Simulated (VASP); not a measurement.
LiF: single point with PBE

Crystal: LiF.

```xyz
2
Lattice="0.0000 2.1446 2.1446 2.1446 0.0000 2.1446 2.1446 2.1446 0.0000" Properties=species:S:1:pos:R:3 pbc="T T T"
Li    0.0000    0.0000    0.0000
F     1.0723    1.0723    1.0723
```

```
Program                : VASP 6.6.1
Task                   : single point
Functional             : PBE
Potentials or basis    : VASP PAW PBE potentials, release 64 (Li_sv, F)
Cutoff                 : 520 eV
k mesh                 : 10 × 10 × 10
Occupations            : gaussian, width 0.01 eV
Spin                   : no spin polarisation
Dipole correction      : no
Further INCAR settings : ALGO = Normal; EDIFF = 1e-06; NBANDS = 12
```

The band gap on the k mesh is 7.92 eV, direct.

Levels at points of the mesh, in eV from the valence-band top:
```
           k point  band 1  band 2  band 3  band 4  band 5  band 6  band 7  band 8  band 9  band 10
(0.00, 0.00, 0.00)  -40.34  -19.34    0.00    0.00    0.00    7.92   19.49   19.49   19.49    28.15
(0.50, 0.00, 0.00)  -40.30  -19.16   -2.00   -0.26   -0.26   11.96   14.98   19.13   19.13    26.35
(0.50, 0.50, 0.00)  -40.29  -19.10   -1.41   -0.81   -0.81   10.60   15.98   19.53   19.53    21.67
```

Wall time 12 s on 1 thread of Intel Xeon 8259CL (shared host), peak memory 0.13 GiB.

 A k mesh can miss the band edges.
